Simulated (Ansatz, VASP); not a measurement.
**Te in VASP and in Ansatz**

```
Te
1.0
     4.31812    0.00000    0.00000
    -2.15906    3.73960    0.00000
     0.00000    0.00000    5.96672
Te
3
Direct
  0.28468 0.00000 0.16667
  0.00000 0.28468 0.83333
  0.71532 0.71532 0.50000
```

Alike in both runs: task single point; functional PBE; dispersion D3(BJ); k mesh 12 × 12 × 8; occupations gaussian, width 0.1 eV; no spin polarisation.

|  | VASP | Ansatz |
| --- | --- | --- |
| version | VASP 6.6.1 | Ansatz 0.2.0 |
| potentials or method | VASP PAW PBE potentials, release 64 (Te), cutoff 520 eV | scalar-relativistic, plane waves, PAW |
| valence electrons in the cell | 18 | 48 |

Ansatz gave:

```
gap on the k mesh at the Fermi level (eV) : none
pressure (GPa)                            : 0.0
rms of the force components (eV/Å)        : 0.002
```

Estimate VASP's values.

gap on the k mesh at the Fermi level (eV): none; pressure (GPa): 0.0; rms of the force components (eV/Å): 0.007.

Atom by atom the forces differ by 0.005 eV/Å (rms over components). A gap of «none» marks a metal or a gap that the smearing closes. VASP's potentials hold 18 valence electrons a cell and Ansatz's 48, so a difference there can come from the potentials and not from the codes.

Spin-orbit coupling is off throughout.
